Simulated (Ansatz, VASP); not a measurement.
**Sn4P: VASP beside Ansatz**

```
CELL_PARAMETERS angstrom
-3.31822 3.31822 3.31822
3.31822 -3.31822 3.31822
3.31822 3.31822 -3.31822
ATOMIC_POSITIONS crystal
Sn 0.00000 0.00000 0.50000
Sn 0.50000 0.00000 0.00000
Sn 0.50000 0.50000 0.50000
Sn 0.00000 0.50000 0.00000
P 0.00000 0.00000 0.00000
```

Change from the starting cell: species swapped into the NiHg4 type (Im-3m, No. 229).

Alike in both runs: functional PBE; k mesh 4 × 4 × 4; occupations gaussian, width 0.1 eV; no spin polarisation.

Ansatz relaxed the structure, and its values are those at the end. VASP's run is a single point on that final structure, the one shown.

|  | VASP | Ansatz |
| --- | --- | --- |
| version | VASP 6.6.1 | Ansatz 0.2.0 |
| potentials or method | VASP PAW PBE potentials, release 64 (Sn_d, P), cutoff 520 eV | scalar-relativistic, plane waves, PAW |
| valence electrons in the cell | 61 | 61 |

```csv
,VASP,Ansatz,Ansatz less VASP
gap on the k mesh at the Fermi level (eV),none,none,-
pressure (GPa),-0.1,0.0,+0.05
```

A gap of «none» marks a metal or a gap that the smearing closes.
